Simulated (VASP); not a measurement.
# Al4FeCo3 (P4/mmm) in VASP: further runs

The runs below take Al4FeCo3 through single point, with PBE.

Program: VASP 6.6.1. These are calculated values, not measurements. Logs are shortened: lines on timing, memory, paths and dates and some standing lists are left out, and cuts for length are marked.

### Step 1. The cell of the first run

The structure is tetragonal, space group P4/mmm (No. 123). The conventional cell has a = 2.855 Å, b = 2.855 Å, c = 11.438 Å, α = 90.00°, β = 90.00°, γ = 90.00°. Al (site symmetry 4mm) has 8 Co at 2.46 to 2.48 Å and 6 Al at 2.85 to 2.87 Å within 3.2 Å. Al (site symmetry 4mm) has 4 Fe at 2.46 Å and 4 Co at 2.49 Å and 6 Al at 2.83 to 2.87 Å within 3.3 Å. Co (site symmetry 4/mmm) has 8 Al at 2.48 Å and 6 Co at 2.84 to 2.85 Å within 3.3 Å. Within 3.2 Å of Co (site symmetry 4mm) lie 8 Al at 2.46 to 2.49 Å and 5 Co at 2.84 to 2.85 Å and 1 Fe at 2.88 Å. Fe (site symmetry 4/mmm) has 8 Al at 2.46 Å and 4 Fe at 2.85 Å and 2 Co at 2.88 Å within 3.3 Å.

### Step 2. Single point, PBE, collinear spin, ferromagnetic start

File INCAR:

```
SYSTEM = Al4FeCo3
ALGO = Normal ; EDIFF = 1E-6
ENCUT = 520 ; GGA = PE
ISIF = 2 ; ISMEAR = 0
ISPIN = 2 ; LASPH = .True.
LCHARG = .False. ; LMAXMIX = 4
LORBIT = 11 ; LREAL = .False.
LWAVE = .False. ; MAGMOM = 0 0 0 0 0 0 0 0.42
NBANDS = 38 ; NELM = 150
PREC = Accurate ; SIGMA = 0.1
```

File KPOINTS:

```
k-points
0
Gamma
  6 6 2
  0 0 0
```

File POSCAR:

```
Al4FeCo3
1.0
    2.8545199000      0.0000000000      0.0000000000
    0.0000000000      2.8545199000      0.0000000000
    0.0000000000      0.0000000000     11.4375104000
Al Co Fe
4 3 1
Direct
    0.0000000000      0.0000000000      0.8746330000
    0.0000000000      0.0000000000      0.1253670000
    0.0000000000      0.0000000000      0.3764120000
    0.0000000000      0.0000000000      0.6235880000
    0.5000000000      0.5000000000      0.0000000000
    0.5000000000      0.5000000000      0.2483620000
    0.5000000000      0.5000000000      0.7516380000
    0.5000000000      0.5000000000      0.5000000000
```

Potentials or basis: VASP PAW PBE potentials, release 64 (Al, Co, Fe).

Run with:

```bash
cat potpaw_PBE.64/Al/POTCAR potpaw_PBE.64/Co/POTCAR potpaw_PBE.64/Fe/POTCAR > POTCAR
mpirun -np 1 vasp_std > vasp.out
```

OUTCAR:

```text
SYSTEM = Al4FeCo3
   EDIFF = 1E-6
   ENCUT = 520
   GGA = PE
   ISIF = 2
   ISMEAR = 0
   ISPIN = 2
   LASPH = .True.
   LORBIT = 11
   LREAL = .False.
   NELM = 150
   PREC = Accurate

 ion  position               nearest neighbor table
   1  0.000  0.000  0.875-   7 2.46   7 2.46   7 2.46   7 2.46   5 2.48   5 2.48   5 2.48   5 2.48
                             2 2.87   4 2.87
   2  0.000  0.000  0.125-   6 2.46   6 2.46   6 2.46   6 2.46   5 2.48   5 2.48   5 2.48   5 2.48
                             1 2.87   3 2.87
   3  0.000  0.000  0.376-   8 2.46   8 2.46   8 2.46   8 2.46   6 2.49   6 2.49   6 2.49   6 2.49
                             4 2.83   2 2.87
   4  0.000  0.000  0.624-   8 2.46   8 2.46   8 2.46   8 2.46   7 2.49   7 2.49   7 2.49   7 2.49
                             3 2.83   1 2.87
   5  0.500  0.500  0.000-   1 2.48   2 2.48   1 2.48   2 2.48   1 2.48   2 2.48   1 2.48   2 2.48
                             6 2.84   7 2.84
   6  0.500  0.500  0.248-   2 2.46   2 2.46   2 2.46   2 2.46   3 2.49   3 2.49   3 2.49   3 2.49
                             5 2.84   8 2.88
   7  0.500  0.500  0.752-   1 2.46   1 2.46   1 2.46   1 2.46   4 2.49   4 2.49   4 2.49   4 2.49
                             5 2.84   8 2.88
   8  0.500  0.500  0.500-   3 2.46   4 2.46   3 2.46   4 2.46   3 2.46   4 2.46   3 2.46   4 2.46
                             6 2.88   7 2.88

  LATTYP: Found a simple tetragonal cell.
 ALAT       =     2.8545199000
 C/A-ratio  =     4.0068070291

  Lattice vectors:

 A1 = (   2.8545199000,   0.0000000000,   0.0000000000)
 A2 = (   0.0000000000,   2.8545199000,   0.0000000000)
 A3 = (   0.0000000000,   0.0000000000,  11.4375104000)

Analysis of symmetry for initial positions (statically):
=====================================================================
 Subroutine PRICEL returns:
 Original cell was already a primitive cell.

 Routine SETGRP: Setting up the symmetry group for a
 simple tetragonal supercell.

 Subroutine GETGRP returns: Found 16 space group operations
 (whereof 16 operations were pure point group operations)
 out of a pool of 16 trial point group operations.

The static configuration has the point symmetry D_4h.

Analysis of symmetry for dynamics (positions and initial velocities):
=====================================================================
 Subroutine PRICEL returns:
 Original cell was already a primitive cell.

 Routine SETGRP: Setting up the symmetry group for a
 simple tetragonal supercell.

 Subroutine GETGRP returns: Found 16 space group operations
 (whereof 16 operations were pure point group operations)
 out of a pool of 16 trial point group operations.

The dynamic configuration has the point symmetry D_4h.

Analysis of structural, dynamic, and magnetic symmetry:
=====================================================================
 Subroutine PRICEL returns:
 Original cell was already a primitive cell.

 Routine SETGRP: Setting up the symmetry group for a
 simple tetragonal supercell.

 Subroutine GETGRP returns: Found 16 space group operations
 (whereof 16 operations were pure point group operations)
 out of a pool of 16 trial point group operations.

The overall configuration has the point symmetry D_4h.

 Subroutine INISYM returns: Found 16 space group operations
 (whereof 16 operations are pure point group operations),
 and found     1 'primitive' translations

----------------------------------------------------------------------------------------

                                     Primitive cell

  volume of cell :      93.1961

  direct lattice vectors                    reciprocal lattice vectors
     2.854519900  0.000000000  0.000000000     0.350321607  0.000000000  0.000000000
     0.000000000  2.854519900  0.000000000     0.000000000  0.350321607  0.000000000
     0.000000000  0.000000000 11.437510400     0.000000000  0.000000000  0.087431614

  length of vectors
     2.854519900  2.854519900 11.437510400     0.350321607  0.350321607  0.087431614

  position of ions in fractional coordinates (direct lattice)
     0.000000000  0.000000000  0.874633000
     0.000000000  0.000000000  0.125367000
     0.000000000  0.000000000  0.376412000
     0.000000000  0.000000000  0.623588000
     0.500000000  0.500000000  0.000000000
     0.500000000  0.500000000  0.248362000
     0.500000000  0.500000000  0.751638000
     0.500000000  0.500000000  0.500000000

  ion indices of the primitive-cell ions
   primitive index   ion index
                 1           1
                 2           2
                 3           3
                 4           4
                 5           5
                 6           6
                 7           7
                 8           8

----------------------------------------------------------------------------------------

 KPOINTS: k-points

Automatic generation of k-mesh.
 Grid dimensions read from file:
 generate k-points for:    6    6    2

 Generating k-lattice:

  Cartesian coordinates                     Fractional coordinates (reciprocal lattice)
     0.058386935  0.000000000  0.000000000     0.166666667  0.000000000  0.000000000
     0.000000000  0.058386935  0.000000000     0.000000000  0.166666667  0.000000000
     0.000000000  0.000000000  0.043715807     0.000000000  0.000000000  0.500000000

  Length of vectors
     0.058386935  0.058386935  0.043715807

  Shift w.r.t. Gamma in fractional coordinates (k-lattice)
     0.000000000  0.000000000  0.000000000

 Subroutine IBZKPT returns following result:
 ===========================================

 Found     20 irreducible k-points:

 Following reciprocal coordinates:
            Coordinates               Weight
  0.000000  0.000000  0.000000      1.000000
  0.166667  0.000000  0.000000      4.000000
  0.333333  0.000000  0.000000      4.000000
  0.500000  0.000000  0.000000      2.000000
  0.166667  0.166667  0.000000      4.000000
  0.333333  0.166667  0.000000      8.000000
[... 12 lines left out ...]
  0.500000  0.333333  0.500000      4.000000
  0.500000  0.500000  0.500000      1.000000
   k-points           NKPTS =     20   k-points in BZ     NKDIM =     20   number of bands    NBANDS=     38
   number of dos      NEDOS =    301   number of ions     NIONS =      8
   total plane-waves  NPLWV =  51840
   dimension x,y,z NGX =    24 NGY =   24 NGZ =   90
   dimension x,y,z NGXF=    48 NGYF=   48 NGZF=  180
   ions per type =               4   3   1
   NGX,Y,Z   is equivalent  to a cutoff of  13.98, 13.98, 13.08 a.u.
   NGXF,Y,Z  is equivalent  to a cutoff of  27.95, 27.95, 26.16 a.u.
 SYSTEM =  Al4FeCo3
   PREC   = accura    normal or accurate (medium, high low for compatibility)
   ISTART =      0    job   : 0-new  1-cont  2-samecut
   ICHARG =      2    charge: 1-file 2-atom 10-const
   ISPIN  =      2    spin polarized calculation?
   LNONCOLLINEAR =      F non collinear calculations
   LSORBIT =      F    spin-orbit coupling
   LASPH  =      T    aspherical Exc in radial PAW
   ENCUT  =  520.0 eV  38.22 Ry    6.18 a.u.   5.31  5.31 21.27*2*pi/ulx,y,z
   NELM   =    150;   NELMIN=  2; NELMDL= -5     # of ELM steps
   EDIFF  = 0.1E-05   stopping-criterion for ELM
   LREAL  =      F    real-space projection
   EDIFFG = 0.1E-04   stopping-criterion for IOM
   NSW    =      0    number of steps for IOM
   IBRION =     -1    ionic relax: 0-MD 1-quasi-New 2-CG
   NFREE  =      0    steps in history (QN), initial steepest desc. (CG)
   ISIF   =      2    stress and relaxation
   ISYM   =      2    0-nonsym 1-usesym 2-fastsym
   POTIM  = 0.5000    time-step for ionic-motion
   TEBEG  =    0.0;   TEEND  =   0.0 temperature during run
   PSTRESS=    0.0 pullay stress
   NELECT =      47.0000    total number of electrons
   NUPDOWN=      -1.0000    fix difference up-down
   EMIN   =  10.00;   EMAX   =-10.00  energy-range for DOS
   EFERMI =   0.00;   METHOD = LEGACY
   ISMEAR =     0;   SIGMA  =   0.10  broadening in eV -4-tet -1-fermi 0-gaus
   EFERMI_NEDOS =   21; number of points for ismear=-14 and -15
   IALGO  =     38    algorithm
   IMIX   =      4    mixing-type and parameters
     AMIX     =   0.40;   BMIX     =  1.00
     AMIX_MAG =   1.60;   BMIX_MAG =  1.00
  volume/ion in A,a.u.               =      11.65        78.61
  Fermi-wavevector in a.u.,A,eV,Ry     =   1.303091  2.462486 23.103337  1.698047
  Thomas-Fermi vector in A             =   2.434116
   LORBIT       =     11    0 simple, 1 ext, 2 COOP (PROOUT), +10 PAW based schemes
   GGA     = PE    functional components
   LHFCALC =     F    Hartree Fock is set to
   AEXX    =    0.0000 exact exchange contribution
   IVDW    =     0    specifies the selected vdW correction
   LEPSILON=     F    determine dielectric tensor
   LRPA    =     F    only Hartree local field effects (RPA)
 spin polarized calculation
 Gauss-broadening in eV      SIGMA  =   0.10
  energy-cutoff  :      520.00
  volume of cell :       93.20
 maximum number of plane-waves:      2528
 NGX is ok and might be reduce to    24
   NGX = 11   NGY = 11   NGZ = 43

 number of electron      46.9999995 magnetization       0.2974980

 Free energy of the ion-electron system (eV)
  ---------------------------------------------------
  ext. energy  EPLUGINS =         0.00000000
  ---------------------------------------------------
  free energy    TOTEN  =       -48.69190756 eV

  energy without entropy =      -48.66653759  energy(sigma->0) =      -48.67922257

 E-fermi :   9.8117     XC(G=0): -12.2343

 val. band max:        9.8108048459   @ k =   0.5000   0.1667   0.0000
 cond. band min:       9.8170713267   @ k =   0.3333   0.0000   0.5000
 fundamental gap:      0.0062664808
 Fermi energy:         9.8116801873

 spin component 1

 k-point     1 :       0.0000    0.0000    0.0000
  band No.  band energies     occupation
      1      -1.0063      1.00000
      2       0.1281      1.00000
      3       0.2396      1.00000
      4       3.2666      1.00000
      5       3.4512      1.00000
      6       6.6171      1.00000
[... 27 lines left out ...]
     34      17.5666      0.00000
     35      18.3717      0.00000
[... 690 lines left out ...]
      4       5.9061      1.00000
      5       6.1023      1.00000
      6       6.1023      1.00000
[... 27 lines left out ...]
     34      13.5929      0.00000
     35      13.7721      0.00000
 Fermi energy:         9.8116801873

 spin component 2

 k-point     1 :       0.0000    0.0000    0.0000
  band No.  band energies     occupation
      1      -1.0025      1.00000
      2       0.1346      1.00000
      3       0.2400      1.00000
      4       3.2640      1.00000
      5       3.4617      1.00000
      6       6.5808      1.00000
[... 27 lines left out ...]
     34      17.5744      0.00000
     35      18.3675      0.00000
[... 690 lines left out ...]
      4       6.0419      1.00000
      5       6.1008      1.00000
      6       6.1008      1.00000
[... 27 lines left out ...]
     34      13.6058      0.00000
     35      13.7621      0.00000
 [bands above 35 left out]

------------------------ aborting loop because EDIFF is reached ----------------------------------------

  FORCE on cell =-STRESS in cart. coord.  units (eV):
  Direction    XX          YY          ZZ          XY          YZ          ZX
  --------------------------------------------------------------------------------------
  -------------------------------------------------------------------------------------
  Total       -0.0370069     -0.0370069     -0.0194685      0.0000000      0.0000000     -0.0000000
  in kB       -0.6362031     -0.6362031     -0.3346922      0.0000000      0.0000000     -0.0000000
  external PRESSURE =      -0.5356994 kB  Pullay stress =       0.0000000 kB

 VOLUME and BASIS-vectors are now :
 -----------------------------------------------------------------------------
  energy-cutoff  :      520.00
  volume of cell :       93.20
      direct lattice vectors                 reciprocal lattice vectors
     2.854519900  0.000000000  0.000000000     0.350321607  0.000000000  0.000000000
     0.000000000  2.854519900  0.000000000     0.000000000  0.350321607  0.000000000
     0.000000000  0.000000000 11.437510400     0.000000000  0.000000000  0.087431614

 POSITION                                       TOTAL-FORCE (eV/Angst)
 -----------------------------------------------------------------------------------
      0.00000      0.00000     10.00362         0.000000     -0.000000      0.021936
      0.00000      0.00000      1.43389         0.000000     -0.000000     -0.021936
      0.00000      0.00000      4.30522        -0.000000      0.000000      0.069314
      0.00000      0.00000      7.13229         0.000000      0.000000     -0.069314
      1.42726      1.42726      0.00000         0.000000     -0.000000      0.000000
      1.42726      1.42726      2.84064         0.000000      0.000000      0.000652
      1.42726      1.42726      8.59687         0.000000     -0.000000     -0.000652
      1.42726      1.42726      5.71876         0.000000     -0.000000      0.000000
 -----------------------------------------------------------------------------------
    total drift:                                0.000000     -0.000000     -0.000000

  FREE ENERGIE OF THE ION-ELECTRON SYSTEM (eV)
  ---------------------------------------------------
  free  energy   TOTEN  =       -48.6919075569 eV

  energy  without entropy=      -48.6665375887  energy(sigma->0) =      -48.67922257

 total charge

# of ion       s       p       d       tot
------------------------------------------
    1        0.395   0.428   0.000   0.823
    2        0.395   0.428   0.000   0.823
    3        0.397   0.434   0.000   0.831
    4        0.397   0.434   0.000   0.831
    5        0.431   0.502   7.498   8.431
    6        0.432   0.498   7.497   8.427
    7        0.432   0.498   7.497   8.427
    8        0.434   0.522   6.528   7.484
--------------------------------------------------
tot          3.314   3.743  29.020  36.077

 magnetization (x)

# of ion       s       p       d       tot
------------------------------------------
    1        0.000   0.001   0.000   0.001
    2        0.000   0.001   0.000   0.001
    3       -0.002  -0.004   0.000  -0.007
    4       -0.002  -0.004   0.000  -0.007
    5       -0.000  -0.000   0.019   0.019
    6       -0.000   0.003  -0.058  -0.055
    7       -0.000   0.003  -0.058  -0.055
    8        0.000   0.001   0.397   0.399
--------------------------------------------------
tot         -0.004  -0.001   0.300   0.295
```

It took 7.2 min on 1 thread of Oxide Virtual Turin-like, shared host; peak memory 0.29 GiB.

What came out:

```yaml
Free_energy: -48.6919 eV
Pressure: -0.1 GPa
Largest_force: 0.069 eV/Å
Net_moment: 0.30 μB per cell
Site_moments: Al +0.00, -0.01; Co +0.02, -0.06; Fe +0.40 μB
Valence_electrons_inside_the_program's_atomic_spheres: Al 0.82, 0.83; Co 8.43; Fe 7.48
```

Forces in eV/Å, atoms in the order of the input:
```
Al   0.000  0.000  0.022
Al   0.000  0.000 -0.022
Al   0.000  0.000  0.069
Al   0.000  0.000 -0.069
Co   0.000  0.000  0.000
Co   0.000  0.000  0.001
Co   0.000  0.000 -0.001
Fe   0.000  0.000  0.000
```

Caveat: the k points lie up to 0.37 Å⁻¹ apart.

### Step 3. Single point, PBE, collinear spin, ferromagnetic start

File INCAR:

```
PREC     = Accurate       # precision mode
ENCUT    = 520            # plane-wave cutoff, eV
EDIFF    = 1E-7           # SCF threshold, eV
ISMEAR   = 0              # smearing method
SIGMA    = 0.2            # smearing width, eV
LREAL    = False          # projectors in reciprocal space
LASPH    = True           # aspherical terms in the spheres
NELM     = 150            # most SCF steps
ALGO     = Normal         # electronic algorithm
ISIF     = 2              # what is computed and relaxed
LWAVE    = False          # write WAVECAR
LCHARG   = False          # write CHGCAR
ISPIN    = 2              # spin polarisation
MAGMOM   = 0 0 0 0 0 0 0 0.42 # initial moments
LORBIT   = 11             # projections on sites
LMAXMIX  = 4              # l up to which the mixer works
GGA      = PE             # functional
NBANDS   = 38             # bands
```

File KPOINTS:

```
regular mesh
0
Gamma
  8 8 2
```

POSCAR is that of step 2.

Potentials or basis: VASP PAW PBE potentials, release 64 (Al, Co, Fe).

Run with:

```bash
cat potpaw_PBE.64/Al/POTCAR potpaw_PBE.64/Co/POTCAR potpaw_PBE.64/Fe/POTCAR > POTCAR
mpirun -np 1 vasp_std > vasp.out
```

Run time: 9.9 min. Hardware: 1 thread of Oxide Virtual Turin-like, shared host; peak memory 0.32 GiB.

It converged, with:

* Free energy: -48.7203 eV
* Pressure: 0.0 GPa
* Largest force: 0.049 eV/Å
* Net moment: 0.24 μB per cell
* Site moments: Al +0.00, -0.01; Co +0.01, -0.04; Fe +0.34 μB
* Valence electrons inside the program's atomic spheres: Al 0.82, 0.83; Co 8.43; Fe 7.49

Forces in eV/Å, atoms in the order of the input:
```
Al   0.000  0.000  0.017
Al   0.000  0.000 -0.017
Al   0.000  0.000  0.049
Al   0.000  0.000 -0.049
Co   0.000  0.000  0.000
Co   0.000  0.000 -0.008
Co   0.000  0.000  0.008
Fe   0.000  0.000  0.000
```

Stress tensor (GPa, compression positive):
```
 0.07  0.00  0.00
 0.00  0.07  0.00
 0.00  0.00 -0.28
```

Levels at points of the mesh, in eV from the Fermi level:
Spin up:
```tsv
k point	band 21	band 22	band 23	band 24	band 25	band 26	band 27	band 28
(0.00, 0.00, 0.00)	-0.61	-0.41	-0.41	-0.02	0.47	1.71	1.91	6.13
(0.50, 0.00, 0.00)	-0.98	-0.97	-0.82	-0.26	-0.02	0.26	0.30	0.99
(0.50, 0.50, 0.00)	0.13	0.43	0.43	0.48	0.48	0.75	2.52	2.53
(0.00, 0.00, 0.50)	-0.61	-0.45	-0.45	-0.02	0.54	0.87	4.07	4.17
(0.50, 0.00, 0.50)	-1.08	-0.97	-0.73	-0.28	0.06	0.23	0.30	1.00
(0.50, 0.50, 0.50)	-0.18	-0.03	-0.03	0.75	1.76	1.76	1.79	1.79
```
Spin down:
| k point | band 20 | band 21 | band 22 | band 23 | band 24 | band 25 | band 26 | band 27 |
| --- | --- | --- | --- | --- | --- | --- | --- | --- |
| (0.00, 0.00, 0.00) | -0.65 | -0.63 | -0.15 | -0.15 | 0.42 | 0.50 | 1.68 | 2.01 |
| (0.50, 0.00, 0.00) | -1.29 | -1.00 | -0.80 | -0.58 | -0.03 | 0.03 | 0.22 | 0.24 |
| (0.50, 0.50, 0.00) | -0.12 | 0.18 | 0.42 | 0.42 | 0.57 | 0.57 | 1.00 | 2.51 |
| (0.00, 0.00, 0.50) | -0.65 | -0.63 | -0.17 | -0.17 | 0.42 | 0.51 | 0.97 | 4.06 |
| (0.50, 0.00, 0.50) | -1.31 | -1.07 | -0.74 | -0.58 | 0.02 | 0.04 | 0.17 | 0.25 |
| (0.50, 0.50, 0.50) | -0.25 | -0.16 | -0.12 | -0.12 | 1.00 | 1.80 | 1.80 | 1.80 |
